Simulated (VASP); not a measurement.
NiO2, 3 atoms in the cell. The structure is trigonal, space group P-3m1 (No. 164). The conventional cell has a = 2.748 Å, b = 2.748 Å, c = 5.104 Å, α = 90.00°, β = 90.00°, γ = 120.00°. Ni (site symmetry -3m) has 6 O at 1.82 Å within 2.4 Å. O (site symmetry 3m) has 3 Ni at 1.82 Å and 3 O at 2.39 Å within 2.4 Å.  This cell differs from its parent crystal: c/a of the conventional cell at fixed volume 1.8576.

* Program: VASP 6.6.1
* Task: single point
* Functional: PBEsol
* Potentials or basis: VASP PAW PBE potentials, release 64 (Ni, O)
* Cutoff: 520 eV
* k mesh: 12 × 12 × 6
* Occupations: gaussian, width 0.05 eV
* Spin: no spin polarisation
* Dipole correction: no
* Further INCAR settings: ALGO = Normal; EDIFF = 1e-06; NBANDS = 18

Potentials or basis: VASP PAW PBE potentials, release 64 (Ni, O).

Command:

```bash
$ cat potpaw_PBE.64/Ni/POTCAR potpaw_PBE.64/O/POTCAR > POTCAR
$ mpirun -np 1 vasp_std > vasp.out
```

Hardware: 1 thread of AMD EPYC 7R43 64-Core Processor (Zen 3), on a shared host.

Q: Estimate the wall time of this run.

A: Run time: 84 s on 1 thread of AMD EPYC 7R43 64-Core Processor (Zen 3) (shared host), peak memory 0.14 GiB. Counts: scf iterations 15, k points 100.
